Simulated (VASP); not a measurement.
Here is a VASP 6.6.1 calculation.

POSCAR

```
SiC
1.0
    1.5415877839      0.8900361220      5.3212273301
   -1.5415877839      0.8900361220      5.3212273301
    0.0000000000     -1.7800722440      5.3212273301
C Si
2 2
Direct
    0.4491910689      0.4491910689      0.4491910689
    0.5508089311      0.5508089311      0.5508089311
    0.9254740589      0.9254740589      0.9254740589
    0.0745259411      0.0745259411      0.0745259411
```

INCAR.step1

```
SYSTEM = SiC
  ALGO = Normal
  EDIFF = 1E-4
  ENCUT = 520
  GGA = PE
  ISMEAR = 0
  LASPH = .True.
  LCHARG = .False.
  LREAL = .False.
  LWAVE = .True.
  NBANDS = 16
  NELM = 80
  PREC = Accurate
  SIGMA = 0.01
```

File INCAR.step2:

```
SYSTEM = SiC
  ALGO = Normal
  EDIFF = 1E-6
  ENCUT = 520
  ISIF = 2
  ISMEAR = 0
  ISTART = 1
  LASPH = .True.
  LCHARG = .False.
  LMIXTAU = .True.
  LREAL = .False.
  LWAVE = .False.
  METAGGA = R2SCAN
  NBANDS = 16
  NELM = 80
  PREC = Accurate
  SIGMA = 0.01
```

KPOINTS

```
k-points
0
Gamma
  10 10 10
  0 0 0
```

Potentials or basis: VASP PAW PBE potentials, release 64 (C, Si).

Command:

```sh
$ cat potpaw_PBE.64/C/POTCAR potpaw_PBE.64/Si/POTCAR > POTCAR
$ cp INCAR.step1 INCAR
$ mpirun -np 1 vasp_std > vasp.out
$ cp INCAR.step2 INCAR
$ mpirun -np 1 vasp_std > vasp.out
```

Q: Predict the largest force.

A: 0.034 eV/Å.

Q: Estimate the band gap on the k mesh.

A: 0.70 eV (least direct gap 2.12 eV).

Forces in eV/Å, atoms in the order of the input:
```
C    0.000  0.000 -0.034
C    0.000  0.000  0.034
Si   0.000  0.000  0.009
Si   0.000  0.000 -0.009
```

Caveat: semilocal functionals underestimate gaps, and a narrow one can read as zero; the PAW data sets were made with another functional, which shifts forces and pressure a little. A k mesh can miss the band edges.
